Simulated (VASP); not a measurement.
Set up this calculation in VASP 6.6.1, as the native input.

| Property | Result |
| --- | --- |
| Task | single point |
| Functional | PBE |
| Potentials or basis | VASP PAW PBE potentials, release 64 (Pt) |
| Cutoff | 520 eV |
| k mesh | 12 × 12 × 12 |
| Occupations | gaussian, width 0.013 eV |
| Spin | no spin polarisation |
| Dipole correction | no |
| Further INCAR settings | ALGO = Normal; EDIFF = 1e-06; NBANDS = 11 |

The structure of Pt lies in POSCAR:

```
Pt
1.0
    0.0000000000      1.9609000000      1.9609000000
    1.9609000000      0.0000000000      1.9609000000
    1.9609000000      1.9609000000      0.0000000000
Pt
1
Direct
    0.0000000000      0.0000000000      0.0000000000
```

One way to write it, as run:

INCAR

```
SYSTEM = Pt
PREC = Accurate ; ENCUT = 520
EDIFF = 1E-6 ; ISMEAR = 0
SIGMA = 0.013000000000000001 ; LREAL = .False.
LASPH = .True. ; NELM = 80
ALGO = Normal ; ISIF = 2
LWAVE = .False. ; LCHARG = .False.
GGA = PE ; NBANDS = 11
```

KPOINTS

```
Automatic mesh
0
Gamma
  12 12 12
  0 0 0
```

Potentials or basis: VASP PAW PBE potentials, release 64 (Pt).

Launch:

```bash
$ cat potpaw_PBE.64/Pt/POTCAR > POTCAR
$ mpirun -np 1 vasp_std > vasp.out
```

It gave:

| Item | Value |
| --- | --- |
| Pressure | 9.7 GPa |
| Band gap on the k mesh | zero (band 5 reaches 11.78 eV, above the bottom of band 6 at 9.54 eV) |

Caveat: spin-orbit coupling is left out, which moves the levels of the heavy elements.

Run time: 5.5 s on 1 thread of AMD EPYC 9R45 (Zen 5), with other jobs on the host, peak memory 0.11 GiB.
